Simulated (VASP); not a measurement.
# Ca3Ge (P4/mmm) in VASP: notebook

Runs on Ca3Ge. Level: PBE. Tasks: relaxation of cell and atoms, single point.

Everything below comes from runs of VASP 6.6.1. Logs are shortened: lines on timing, memory, paths and dates and some standing lists are left out, and cuts for length are marked.

### Step 1. The cell of the first run

The structure is tetragonal, space group P4/mmm (No. 123). Conventional cell: a = 3.740 Å, b = 3.740 Å, c = 9.377 Å, α = 90.00°, β = 90.00°, γ = 90.00°. Within 4.1 Å of Ca (site symmetry 4mm) lie 4 Ge at 3.14 Å and 9 Ca at 3.40 to 3.99 Å. Ca (site symmetry 4/mmm) has 12 Ca at 3.74 to 3.99 Å and 2 Ge at 4.69 Å within 4.9 Å. Ge (site symmetry 4/mmm) has 8 Ca at 3.14 Å and 4 Ge at 3.74 Å within 4.1 Å.

### Step 2. Relaxation of cell and atoms, PBE

INCAR

```
SYSTEM = Ca3Ge
ALGO = Normal
EDIFF = 1E-7
EDIFFG = -0.04
ENCUT = 600
GGA = PE
IBRION = 2
ISIF = 3
ISMEAR = 0
LASPH = .True.
LCHARG = .False.
LREAL = .False.
LWAVE = .False.
NELM = 80
NSW = 90
PREC = Accurate
SIGMA = 0.1
```

KPOINTS

```
k-points
0
Gamma
  6 6 2
  0 0 0
```

POSCAR

```
Ca3Ge
1.0
    3.7396828196      0.0000000000      0.0000000000
    0.0000000000      3.7396828196      0.0000000000
    0.0000000000      0.0000000000      9.3766998490
Ca Ge
3 1
Direct
    0.0000000000      0.0000000000      0.3186506413
    0.5000000000      0.5000000000      0.0000000000
    0.0000000000      0.0000000000      0.6813493587
    0.5000000000      0.5000000000      0.5000000000
```

Potentials or basis: VASP PAW PBE potentials, release 64 (Ca_sv, Ge_d).

The run is started by

```bash
> cat potpaw_PBE.64/Ca_sv/POTCAR potpaw_PBE.64/Ge_d/POTCAR > POTCAR
> mpirun -np 1 vasp_std > vasp.out
```

OUTCAR:

```text
SYSTEM = Ca3Ge
   EDIFF = 1E-7
   EDIFFG = -0.04
   ENCUT = 600
   GGA = PE
   IBRION = 2
   ISIF = 3
   ISMEAR = 0
   LASPH = .True.
   LREAL = .False.
   NELM = 80
   NSW = 90
   PREC = Accurate

 ion  position               nearest neighbor table
   1  0.000  0.000  0.319-
   2  0.500  0.500  0.000-
   3  0.000  0.000  0.681-
   4  0.500  0.500  0.500-

  LATTYP: Found a simple tetragonal cell.
 ALAT       =     3.7396828196
 C/A-ratio  =     2.5073516395

  Lattice vectors:

 A1 = (   3.7396828196,   0.0000000000,   0.0000000000)
 A2 = (   0.0000000000,   3.7396828196,   0.0000000000)
 A3 = (   0.0000000000,   0.0000000000,   9.3766998490)

Analysis of symmetry for initial positions (statically):
=====================================================================
 Subroutine PRICEL returns:
 Original cell was already a primitive cell.

 Routine SETGRP: Setting up the symmetry group for a
 simple tetragonal supercell.

 Subroutine GETGRP returns: Found 16 space group operations
 (whereof 16 operations were pure point group operations)
 out of a pool of 16 trial point group operations.

The static configuration has the point symmetry D_4h.

Analysis of symmetry for dynamics (positions and initial velocities):
=====================================================================
 Subroutine PRICEL returns:
 Original cell was already a primitive cell.

 Routine SETGRP: Setting up the symmetry group for a
 simple tetragonal supercell.

 Subroutine GETGRP returns: Found 16 space group operations
 (whereof 16 operations were pure point group operations)
 out of a pool of 16 trial point group operations.

The dynamic configuration has the point symmetry D_4h.

 Subroutine INISYM returns: Found 16 space group operations
 (whereof 16 operations are pure point group operations),
 and found     1 'primitive' translations

----------------------------------------------------------------------------------------

                                     Primitive cell

  volume of cell :     131.1353

  direct lattice vectors                    reciprocal lattice vectors
     3.739682820  0.000000000  0.000000000     0.267402357  0.000000000  0.000000000
     0.000000000  3.739682820  0.000000000     0.000000000  0.267402357  0.000000000
     0.000000000  0.000000000  9.376699849     0.000000000  0.000000000  0.106647330

  length of vectors
[... 69 lines left out ...]
   NGX,Y,Z   is equivalent  to a cutoff of  13.34, 13.34, 14.18 a.u.
   NGXF,Y,Z  is equivalent  to a cutoff of  26.67, 26.67, 28.37 a.u.
 SYSTEM =  Ca3Ge
   PREC   = accura    normal or accurate (medium, high low for compatibility)
   ISTART =      0    job   : 0-new  1-cont  2-samecut
   ICHARG =      2    charge: 1-file 2-atom 10-const
   ISPIN  =      1    spin polarized calculation?
   LNONCOLLINEAR =      F non collinear calculations
   LSORBIT =      F    spin-orbit coupling
   LASPH  =      T    aspherical Exc in radial PAW
   ENCUT  =  600.0 eV  44.10 Ry    6.64 a.u.   7.47  7.47 18.73*2*pi/ulx,y,z
   NELM   =     80;   NELMIN=  2; NELMDL= -5     # of ELM steps
   EDIFF  = 0.1E-06   stopping-criterion for ELM
   LREAL  =      F    real-space projection
   EDIFFG = -.4E-01   stopping-criterion for IOM
   NSW    =     90    number of steps for IOM
   IBRION =      2    ionic relax: 0-MD 1-quasi-New 2-CG
   NFREE  =      1    steps in history (QN), initial steepest desc. (CG)
   ISIF   =      3    stress and relaxation
   ISYM   =      2    0-nonsym 1-usesym 2-fastsym
   POTIM  = 0.5000    time-step for ionic-motion
   TEBEG  =    0.0;   TEEND  =   0.0 temperature during run
   PSTRESS=    0.0 pullay stress
   NELECT =      44.0000    total number of electrons
   NUPDOWN=      -1.0000    fix difference up-down
   EMIN   =  10.00;   EMAX   =-10.00  energy-range for DOS
   EFERMI =   0.00;   METHOD = LEGACY
   ISMEAR =     0;   SIGMA  =   0.10  broadening in eV -4-tet -1-fermi 0-gaus
   EFERMI_NEDOS =   21; number of points for ismear=-14 and -15
   IALGO  =     38    algorithm
   IMIX   =      4    mixing-type and parameters
     AMIX     =   0.40;   BMIX     =  1.00
     AMIX_MAG =   1.60;   BMIX_MAG =  1.00
  volume/ion in A,a.u.               =      32.78       221.24
  Fermi-wavevector in a.u.,A,eV,Ry     =   1.137590  2.149734 17.607458  1.294112
  Thomas-Fermi vector in A             =   2.274295
   LORBIT       =      0    0 simple, 1 ext, 2 COOP (PROOUT), +10 PAW based schemes
   GGA     = PE    functional components
   LHFCALC =     F    Hartree Fock is set to
   AEXX    =    0.0000 exact exchange contribution
   IVDW    =     0    specifies the selected vdW correction
   LEPSILON=     F    determine dielectric tensor
   LRPA    =     F    only Hartree local field effects (RPA)
 conjugate gradient relaxation of ions
 non-spin polarized calculation
 Gauss-broadening in eV      SIGMA  =   0.10
  energy-cutoff  :      600.00
  volume of cell :      131.14
 maximum number of plane-waves:      4422
 NGX is ok and might be reduce to    30

--------------------------------------- Ionic step        1  -------------------------------------------

 number of electron      43.9999993 magnetization

 Free energy of the ion-electron system (eV)
  ---------------------------------------------------
  ext. energy  EPLUGINS =         0.00000000
  ---------------------------------------------------
  free energy    TOTEN  =       -11.42861590 eV

  energy without entropy =      -11.40654299  energy(sigma->0) =      -11.41757945

------------------------ aborting loop because EDIFF is reached ----------------------------------------

  FORCE on cell =-STRESS in cart. coord.  units (eV):
  Direction    XX          YY          ZZ          XY          YZ          ZX
  --------------------------------------------------------------------------------------
  -------------------------------------------------------------------------------------
  Total        0.0738831      0.0738831     -0.1024607      0.0000000     -0.0000000     -0.0000000
  in kB        0.9026854      0.9026854     -1.2518387      0.0000000     -0.0000000     -0.0000000
  external PRESSURE =       0.1845107 kB  Pullay stress =       0.0000000 kB
[... 63 lines left out ...]
--------------------------------------- Ionic step        3  -------------------------------------------

 number of electron      43.9999990 magnetization

 Free energy of the ion-electron system (eV)
  ---------------------------------------------------
  ext. energy  EPLUGINS =         0.00000000
  ---------------------------------------------------
  free energy    TOTEN  =       -11.43282390 eV

  energy without entropy =      -11.41408396  energy(sigma->0) =      -11.42345393

 E-fermi :   2.7824     XC(G=0):  -8.5167

 val. band max:        2.7580596621   @ k =   0.5000   0.5000   0.5000
 cond. band min:       2.8105885436   @ k =   0.3333   0.3333   0.5000
 fundamental gap:      0.0525288816
 Fermi energy:         2.7824449438

 k-point     1 :       0.0000    0.0000    0.0000
  band No.  band energies     occupation
      1     -39.3067      2.00000
      2     -38.4630      2.00000
      3     -38.4457      2.00000
      4     -20.9913      2.00000
      5     -20.9913      2.00000
      6     -20.9911      2.00000
[... 600 lines left out ...]
  FREE ENERGIE OF THE ION-ELECTRON SYSTEM (eV)
  ---------------------------------------------------
  free  energy   TOTEN  =       -11.4328239036 eV

  energy  without entropy=      -11.4140839558  energy(sigma->0) =      -11.42345393

 reached required accuracy - stopping structural energy minimisation
```

Run time: 5 min. Hardware: 1 thread of Oxide Virtual Turin-like, shared host; peak memory 0.27 GiB.

What came out:

```yaml
Free_energy: -11.4328 eV
Relaxed_volume: 32.85 Å³/atom
Relaxed_cell: a = 3.753 Å, b = 3.753 Å, c = 9.330 Å, α = 90.00°, β = 90.00°, γ = 90.00°
Space_group_after_relaxing_to_0.1_Å: P4/mmm (No. 123)
Energy_gained_by_relaxing: 1.1 meV/atom
Ionic_steps: 3
Pressure_after_relaxing: 0.1 GPa
Largest_force_after_relaxing: 0.037 eV/Å
Band_gap_on_the_k_mesh: zero (bands 22 and 23 overlap by 1.33 eV)
```

Forces on the atoms (eV/Å):
```
Ca   0.000  0.000  0.037
Ca   0.000  0.000  0.000
Ca   0.000  0.000 -0.037
Ge   0.000  0.000  0.000
```

Step by step:
| step | energy change (eV) | largest force (eV/Å) | pressure (GPa) | volume (Å³) |
| --- | --- | --- | --- | --- |
| 1 | 0.0000 | 0.1204 | 0.02 | 131.14 |
| 2 | -0.0015 | 0.1010 | 0.03 | 131.21 |
| 3 | -0.0042 | 0.0369 | 0.06 | 131.42 |

Final structure:
```
Ca Ge
1.0
     3.75301    0.00000    0.00000
     0.00000    3.75301    0.00000
     0.00000    0.00000    9.33035
Ca Ge
3 1
Direct
  0.00000 0.00000 0.32113
  0.50000 0.50000 0.00000
  0.00000 0.00000 0.67887
  0.50000 0.50000 0.50000
```

### Step 3. Single point, PBE

This run uses another cell than the first one, of the same volume but with other edges.

INCAR

```
SYSTEM = Ca3Ge
  PREC = Accurate
  ENCUT = 520
  EDIFF = 1E-7
  ISMEAR = 0
  SIGMA = 0.1
  LREAL = .False.
  LASPH = .True.
  NELM = 80
  ALGO = Fast
  ISIF = 2
  LWAVE = .False.
  LCHARG = .False.
  GGA = PE
  NBANDS = 30
```

KPOINTS

```
Automatic mesh
0
Gamma
  12 12 6
  0 0 0
```

POSCAR

```
Ca3Ge
1.0
    3.6920606481      0.0000000000      0.0000000000
    0.0000000000      3.6920606481      0.0000000000
    0.0000000000      0.0000000000      9.6249085323
Ca Ge
3 1
Direct
    0.0000000000      0.0000000000      0.3195382730
    0.5000000000      0.5000000000      0.0000000000
    0.0000000000      0.0000000000      0.6804617270
    0.5000000000      0.5000000000      0.5000000000
```

Potentials or basis: VASP PAW PBE potentials, release 64 (Ca_sv, Ge_d).

The run is started by

```bash
> cat potpaw_PBE.64/Ca_sv/POTCAR potpaw_PBE.64/Ge_d/POTCAR > POTCAR
> mpirun -np 1 vasp_std > vasp.out
```

It took 49 min on 1 thread of Oxide Virtual Turin-like, shared host; peak memory 0.48 GiB.

It converged, with:

```
Free energy            : -11.4629 eV
Pressure               : -0.1 GPa
Largest force          : 0.005 eV/Å
Band gap on the k mesh : zero (bands 22 and 23 overlap by 1.44 eV)
```

Forces on the atoms (eV/Å):
```
Ca   0.000  0.000 -0.005
Ca   0.000  0.000  0.000
Ca   0.000  0.000  0.005
Ge   0.000  0.000  0.000
```

Levels at points of the mesh, in eV from the Fermi level:
```csv
k point,band 18,band 19,band 20,band 21,band 22,band 23,band 24,band 25,band 26,band 27
"(0.00, 0.00, 0.00)",-8.76,-3.29,-3.25,0.16,0.35,0.90,1.07,1.07,1.59,1.76
"(0.50, 0.00, 0.00)",-7.67,-3.30,-1.15,-1.02,-0.37,-0.31,1.08,1.36,1.54,1.72
"(0.50, 0.50, 0.00)",-6.84,-2.26,-2.26,-1.29,-0.17,0.85,0.85,1.20,1.39,1.39
"(0.00, 0.00, 0.50)",-8.75,-3.86,-2.05,-1.27,1.07,1.07,1.07,1.19,1.46,1.73
"(0.50, 0.00, 0.50)",-7.67,-3.29,-1.51,-0.72,-0.27,0.25,0.36,1.31,1.34,1.81
"(0.50, 0.50, 0.50)",-6.84,-2.26,-2.26,-1.38,-0.05,0.84,0.84,1.30,1.39,1.39
```

The gap in the log of VASP goes by the Fermi energy; the results here count the filled bands.